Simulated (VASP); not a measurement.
A run of VASP 6.6.1 is set up as follows.

File INCAR:

```
SYSTEM = Cu
ALGO = Normal
EDIFF = 1E-6
ENCUT = 600
GGA = PE
GGA_COMPAT = .False.
ISIF = 2
ISMEAR = 0
LASPH = .True.
LCHARG = .False.
LREAL = .False.
LWAVE = .False.
NBANDS = 18
NELM = 120
PREC = Accurate
SIGMA = 0.05
```

KPOINTS

```
k-points
0
Gamma
  8 8 6
  0 0 0
```

Contents of POSCAR:

```
Cu
1.0
    2.5757236709      0.0000000000      0.0000000000
   -1.2878618355      2.2306421321      0.0000000000
    0.0000000000      0.0000000000      4.1669394822
Cu
2
Direct
    0.3333333333      0.6666666667      0.7500000000
    0.6666666667      0.3333333333      0.2500000000
```

Potentials or basis: VASP PAW PBE potentials, release 64 (Cu).

Run with:

```console
$ cat potpaw_PBE.64/Cu/POTCAR > POTCAR
$ mpirun -np 1 vasp_std > vasp.out
```

Estimate the pressure.

0.9 GPa.

What does it give for the band gap on the k mesh?

Zero (band 11 reaches 10.45 eV, above the bottom of band 12 at 5.48 eV).

Stress tensor (GPa, compression positive):
```
0.94 0.00 0.00
0.00 0.94 0.00
0.00 0.00 0.77
```
